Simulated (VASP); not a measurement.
Crystal: V.

```
V
1.0
    -1.54274    1.54274    1.54274
     1.54274   -1.54274    1.54274
     1.54274    1.54274   -1.54274
V
1
Direct
  0.00000 0.00000 0.00000
```

```yaml
Program: VASP 6.6.1
Task: relaxation of cell and atoms
Functional: PBE
Potentials_or_basis: VASP PAW PBE potentials, release 64 (V_sv)
Cutoff: 500 eV
k_mesh: 8 × 8 × 8
Occupations: gaussian, width 0.1 eV
Spin: no spin polarisation
```

At the start: pressure -14.1 GPa; volume 14.69 Å³/atom.

How do energy, volume and symmetry change on relaxing?

Over 3 steps the energy falls by 61.9 meV/atom and the volume is 13.41 Å³/atom (-8.7 %); space group Im-3m (No. 229, to 0.05 Å).

The path:
```tsv
step	energy change (eV)	largest force (eV/Å)	pressure (GPa)	volume (Å³)
1	0.0000	0.0000	-14.12	14.69
2	0.0213	0.0000	22.75	12.10
3	-0.0619	0.0000	-0.35	13.41
```

Final structure:
```xyz
1
Lattice="-1.4966 1.4966 1.4966 1.4966 -1.4966 1.4966 1.4966 1.4966 -1.4966" Properties=species:S:1:pos:R:3 pbc="T T T"
V     0.0000    0.0000    0.0000
```
